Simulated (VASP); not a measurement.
# Si16O31 (a cell with a defect) in VASP: further runs

Runs on Si16O31 (a cell with a defect). Level: LDA. Tasks: single point.

Program: VASP 6.6.1. These are calculated values, not measurements. Logs are shortened: lines on timing, memory, paths and dates and some standing lists are left out, and cuts for length are marked.

## Step 1: The cell of the first run

The cell holds a defect, 47 atoms: a = 9.916 Å, b = 8.741 Å, c = 8.679 Å, α = 90.00°, β = 90.00°, γ = 90.00°.

## Step 2: Single point, LDA

Contents of INCAR:

```
ALGO     = Normal         # electronic algorithm
EDIFF    = 1E-7           # SCF threshold, eV
ENCUT    = 520            # plane-wave cutoff, eV
GGA      = CA             # functional
ISIF     = 2              # what is computed and relaxed
ISMEAR   = -1             # smearing method
LASPH    = T              # aspherical terms in the spheres
LCHARG   = T              # write CHGCAR
LELF     = T              # ELF
LREAL    = Auto         
LVHAR    = T            
LWAVE    = F              # write WAVECAR
NBANDS   = 154            # bands
NELM     = 100            # most SCF steps
PREC     = Accurate       # precision mode
SIGMA    = 0.05           # smearing width, eV
```

Contents of KPOINTS:

```
k-points
0
Gamma
  1 1 1
```

Contents of POSCAR:

```
Si16O31
1.0
    9.9160140000      0.0000000000      0.0000000000
    0.0000000000      8.7413230000      0.0000000000
    0.0000000000      0.0000000000      8.6786430000
Si O
16 31
Direct
    0.4833959285      0.1533712115      0.1972362444
    0.0009388927      0.8102383502      0.1572845688
    0.2337105417      0.2993626842      0.3367636145
    0.4792263861      0.1902659052      0.8445780013
    0.0268180475      0.8395484884      0.7958578277
    0.2322044968      0.3362706103      0.6956995539
    0.2616970570      0.6526712076      0.3070110896
    0.2833023004      0.6867381642      0.6691658632
    0.9776158358      0.1659455133      0.1901958426
    0.5366096404      0.7947665131      0.1758131221
    0.7222897675      0.3189203205      0.3335299663
    0.9781380479      0.1919251627      0.8308060643
    0.5372312122      0.8346647906      0.8164367161
    0.7267779330      0.3456937285      0.6926617295
    0.7261712043      0.6743884453      0.2934558503
    0.7758601795      0.6947741771      0.6560754984
   -0.0006659552      0.7968021831     -0.0271496896
    0.2627968728      0.4708093832      0.2787195214
    0.2561529479      0.6938502062      0.4871812048
    0.5080753084      0.2174459855      0.0251814299
    0.0771130733      0.3035750107      0.7371555727
    0.4350117987      0.7376594139      0.7102735467
   -0.0009192122      0.0191205526      0.7719067540
    0.3280333181      0.1778468148      0.2470658056
    0.1329308642      0.7267104379      0.2233634170
    0.2617802131      0.5140527057      0.7269348814
    0.1813923229      0.8017699450      0.7549323232
    0.0790548276      0.2577035455      0.3009379412
    0.3254886489      0.2344489243      0.8068839856
    0.2609155859      0.2906712136      0.5191538620
   -0.0001439635     -0.0145223274      0.2136121122
    0.3995358039      0.7181236944      0.2378291228
    0.5379067602      0.7711417923     -0.0094146205
    0.7193629027      0.4909686042      0.2675598391
    0.7345834546      0.7053552409      0.4772084944
    1.0065560117      0.2069543396      0.0125818068
    0.5757389439      0.2955852828      0.7391709534
    0.9319784320      0.7396917978      0.6826201762
    0.4982161406      0.0120298027      0.8079843180
    0.8265682583      0.2150363177      0.2370694446
    0.7466487022      0.5260022947      0.7233126361
    0.6873799381      0.8174825423      0.7494800593
    0.5732480404      0.2500007673      0.3158711049
    0.8260263784      0.2452325209      0.7979764067
    0.7593500806      0.3142729421      0.5137590307
    0.5275708997     -0.0232591824      0.2097535637
    0.8659698301      0.7301536753      0.2180349427
```

Potentials or basis: VASP PAW LDA potentials, release 64 (Si, O).

On the command line:

```sh
> cat potpaw_LDA.64/Si/POTCAR potpaw_LDA.64/O/POTCAR > POTCAR
> mpirun -np 1 vasp_gam > vasp.out
```

OUTCAR:

```text
EDIFF = 1E-7
   ENCUT = 520
   GGA = CA
   ISIF = 2
   ISMEAR = -1
   LASPH = T
   LREAL = Auto
   NELM = 100
   PREC = Accurate

 ion  position               nearest neighbor table
   1  0.483  0.153  0.197-  43 1.60  46 1.61  20 1.61  24 1.61  11 3.02   3 3.04   4 3.08
   2  0.001  0.810  0.157-  47 1.60  25 1.60  17 1.61  31 1.61   9 3.13
   3  0.234  0.299  0.337-  28 1.61  18 1.61  30 1.61  24 1.62   1 3.04   9 3.07   7 3.11   6 3.13

   4  0.479  0.190  0.845-  39 1.60  29 1.61  20 1.61  37 1.61   6 3.05   1 3.08  14 3.10
   5  0.027  0.840  0.796-  17 1.60  23 1.61  27 1.61  38 1.62  16 3.04   8 3.08  12 3.13
   6  0.232  0.336  0.696-  26 1.60  21 1.61  29 1.61  30 1.61   4 3.05  12 3.05   8 3.11   3 3.13
[... 44 lines left out ...]
  46  0.528  0.977  0.210-   1 1.61  10 1.62
  47  0.866  0.730  0.218-   2 1.60  15 1.61

  LATTYP: Found a simple orthorhombic cell.
 ALAT       =     8.6786430000
 B/A-ratio  =     1.0072223273
 C/A-ratio  =     1.1425765526

  Lattice vectors:

 A1 = (   0.0000000000,   0.0000000000,  -8.6786430000)
 A2 = (   0.0000000000,   8.7413230000,   0.0000000000)
 A3 = (   9.9160140000,   0.0000000000,   0.0000000000)

Analysis of symmetry for initial positions (statically):
=====================================================================
 Subroutine PRICEL returns:
 Original cell was already a primitive cell.

 Routine SETGRP: Setting up the symmetry group for a
 simple orthorhombic supercell.

 Subroutine GETGRP returns: Found  1 space group operations
 (whereof  1 operations were pure point group operations)
 out of a pool of  8 trial point group operations.

The static configuration has the point symmetry C_1 .

Analysis of symmetry for dynamics (positions and initial velocities):
=====================================================================
 Subroutine PRICEL returns:
 Original cell was already a primitive cell.

 Routine SETGRP: Setting up the symmetry group for a
 simple orthorhombic supercell.

 Subroutine GETGRP returns: Found  1 space group operations
 (whereof  1 operations were pure point group operations)
 out of a pool of  8 trial point group operations.

The dynamic configuration has the point symmetry C_1 .

 Subroutine INISYM returns: Found  1 space group operations
 (whereof  1 operations are pure point group operations),
 and found     1 'primitive' translations

[... 164 lines left out ...]
   IBRION =     -1    ionic relax: 0-MD 1-quasi-New 2-CG
   NFREE  =      0    steps in history (QN), initial steepest desc. (CG)
   ISIF   =      2    stress and relaxation
   ISYM   =      2    0-nonsym 1-usesym 2-fastsym
   POTIM  = 0.5000    time-step for ionic-motion
   TEBEG  =    0.0;   TEEND  =   0.0 temperature during run
   PSTRESS=    0.0 pullay stress
   NELECT =     250.0000    total number of electrons
   NUPDOWN=      -1.0000    fix difference up-down
   EMIN   =  10.00;   EMAX   =-10.00  energy-range for DOS
   EFERMI =   0.00;   METHOD = LEGACY
   ISMEAR =    -1;   SIGMA  =   0.05  broadening in eV -4-tet -1-fermi 0-gaus
   EFERMI_NEDOS =   21; number of points for ismear=-14 and -15
   IALGO  =     38    algorithm
   IMIX   =      4    mixing-type and parameters
     AMIX     =   0.40;   BMIX     =  1.00
     AMIX_MAG =   1.60;   BMIX_MAG =  1.00
  volume/ion in A,a.u.               =      16.01       108.01
  Fermi-wavevector in a.u.,A,eV,Ry     =   1.133965  2.142882 17.495398  1.285875
  Thomas-Fermi vector in A             =   2.270668
   LORBIT       =      0    0 simple, 1 ext, 2 COOP (PROOUT), +10 PAW based schemes
   GGA     = CA    functional components
   LHFCALC =     F    Hartree Fock is set to
   AEXX    =    0.0000 exact exchange contribution
   IVDW    =     0    specifies the selected vdW correction
   LEPSILON=     F    determine dielectric tensor
   LRPA    =     F    only Hartree local field effects (RPA)
 non-spin polarized calculation
  energy-cutoff  :      520.00
  volume of cell :      752.26
 maximum number of plane-waves:     10133
 NGX is ok and might be reduce to    80
   NGX = 37   NGY = 33   NGZ = 33

 number of electron     249.9999992 magnetization

 Free energy of the ion-electron system (eV)
  ---------------------------------------------------
  ext. energy  EPLUGINS =         0.00000000
  ---------------------------------------------------
  free energy    TOTEN  =      -404.02582190 eV

  energy without entropy =     -404.02582190  energy(sigma->0) =     -404.02582190

 E-fermi :   0.5903     XC(G=0):  -8.3332

 val. band max:       -0.6615681234   @ k =   0.0000   0.0000   0.0000
 cond. band min:       4.7719875434   @ k =   0.0000   0.0000   0.0000
 fundamental gap:      5.4335556668
 Fermi energy:         0.5902934772

 k-point     1 :       0.0000    0.0000    0.0000
  band No.  band energies     occupation
      1     -20.0105      2.00000
      2     -19.6064      2.00000
      3     -19.5886      2.00000
      4     -19.5730      2.00000
      5     -19.4699      2.00000
      6     -19.1381      2.00000
[... 129 lines left out ...]
    136       7.6708      0.00000
    137       7.8488      0.00000
 [bands above 137 left out]

------------------------ aborting loop because EDIFF is reached ----------------------------------------

  FORCE on cell =-STRESS in cart. coord.  units (eV):
  Direction    XX          YY          ZZ          XY          YZ          ZX
  --------------------------------------------------------------------------------------
  -------------------------------------------------------------------------------------
  Total       -0.8316826     -1.2814208     -2.0018322      3.0291019      0.2408527     -1.9562898
  in kB       -1.7713406     -2.7292055     -4.2635575      6.4514651      0.5129748     -4.1665601
  external PRESSURE =      -2.9213679 kB  Pullay stress =       0.0000000 kB

 VOLUME and BASIS-vectors are now :
 -----------------------------------------------------------------------------
  energy-cutoff  :      520.00
  volume of cell :      752.26
      direct lattice vectors                 reciprocal lattice vectors
     9.916014000  0.000000000  0.000000000     0.100846973  0.000000000  0.000000000
     0.000000000  8.741323000  0.000000000     0.000000000  0.114399159  0.000000000
     0.000000000  0.000000000  8.678643000     0.000000000  0.000000000  0.115225387

 POSITION                                       TOTAL-FORCE (eV/Angst)
 -----------------------------------------------------------------------------------
      4.79336      1.34067      1.71174         0.002591     -0.012198      0.016094
      0.00931      7.08256      1.36502         0.008666     -0.040526      0.022778
      2.31748      2.61683      2.92265        -0.000596     -0.015227     -0.002804
      4.75202      1.66318      7.32979        -0.009734      0.007215     -0.015775
      0.26593      7.33876      6.90697         0.011866     -0.000233     -0.010027
      2.30254      2.93945      6.03773        -0.002377     -0.002398      0.014932
[... 39 lines left out ...]
      5.23140      8.53801      1.82038         0.003857      0.004087      0.002219
      8.58697      6.38251      1.89225         0.002940      0.018178     -0.008541
 -----------------------------------------------------------------------------------
    total drift:                                0.007750     -0.005361      0.010799

  FREE ENERGIE OF THE ION-ELECTRON SYSTEM (eV)
  ---------------------------------------------------
  free  energy   TOTEN  =      -404.0258219020 eV

  energy  without entropy=     -404.0258219020  energy(sigma->0) =     -404.02582190
```

Run time: 3.9 min. Hardware: 1 thread of Intel Xeon Platinum 8488C (Sapphire Rapids), shared host; peak memory 0.5 GiB.

Results:

```
Free energy            : -404.0258 eV
Pressure               : -0.3 GPa
Largest force          : 0.074 eV/Å
Band gap on the k mesh : 5.43 eV
```

Forces in eV/Å, atoms in the order of the input:
```
Si   0.003 -0.012  0.016
Si   0.009 -0.041  0.023
Si  -0.001 -0.015 -0.003
Si  -0.010  0.007 -0.016
Si   0.012  0.000 -0.010
Si  -0.002 -0.002  0.015
Si  -0.006  0.022 -0.045
Si   0.016  0.016  0.003
Si  -0.004  0.007  0.020
Si   0.032 -0.052  0.040
Si   0.009 -0.009 -0.012
Si  -0.012  0.012 -0.007
Si   0.008  0.003 -0.016
Si  -0.006 -0.007  0.016
Si  -0.034  0.036 -0.050
Si   0.014  0.012 -0.012
O   -0.006  0.009 -0.001
O    0.001  0.019 -0.002
O    0.001  0.002 -0.003
O    0.004  0.000  0.011
O   -0.011  0.006 -0.003
O    0.009  0.001 -0.001
O    0.002  0.001 -0.003
O   -0.012 -0.017 -0.010
O    0.001 -0.006  0.004
O    0.002 -0.003  0.000
O    0.010  0.006  0.005
O   -0.003  0.000  0.006
O   -0.009 -0.002  0.007
O    0.002 -0.003  0.000
O   -0.009 -0.005  0.001
O   -0.002 -0.005  0.010
O    0.004  0.000 -0.001
O   -0.004  0.002 -0.005
O   -0.009  0.001  0.002
O    0.008 -0.006 -0.006
O   -0.010  0.007  0.000
O    0.011 -0.004 -0.011
O    0.002 -0.006  0.007
O   -0.012 -0.005 -0.004
O   -0.002  0.001  0.000
O    0.010  0.015  0.006
O   -0.012 -0.002  0.011
O   -0.011 -0.003  0.015
O    0.010 -0.003  0.005
O    0.004  0.004  0.002
O    0.003  0.018 -0.009
```

Caveat: the k points lie up to 0.72 Å⁻¹ apart.

[end of part 1 of 2]
